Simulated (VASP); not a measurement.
Input of a VASP 6.6.1 run:

File INCAR:

```
SYSTEM = LiBr
PREC = Accurate
ENCUT = 750
EDIFF = 1E-6
ISMEAR = 0
SIGMA = 0.01
LREAL = .FALSE.
LASPH = .TRUE.
NELM = 120
ALGO = Normal
ISIF = 2
LWAVE = .FALSE.
LCHARG = .FALSE.
GGA = PS
NBANDS = 12
GGA_COMPAT = .FALSE.
```

Contents of KPOINTS:

```
Automatic mesh
0
G
  2 2 2
  0 0 0
```

The input POSCAR:

```
LiBr
1.0
    0.0000000000      2.7506500000      2.7506500000
    2.7506500000      0.0000000000      2.7506500000
    2.7506500000      2.7506500000      0.0000000000
Li Br
1 1
Direct
    0.0000000000      0.0000000000      0.0000000000
    0.5000000000      0.5000000000      0.5000000000
```

Potentials or basis: VASP PAW PBE potentials, release 64 (Li_sv, Br).

Run with:

```console
$ cat potpaw_PBE.64/Li_sv/POTCAR potpaw_PBE.64/Br/POTCAR > POTCAR
$ mpirun -np 1 vasp_std > vasp.out
```

Task: Predict the pressure.

Result: 4.1 GPa.

Task: What does it give for the band gap on the k mesh?

Result: 4.66 eV, direct.

Caveat: the k points lie up to 0.99 Å⁻¹ apart; the PAW data sets were made with another functional, which shifts forces and pressure a little.
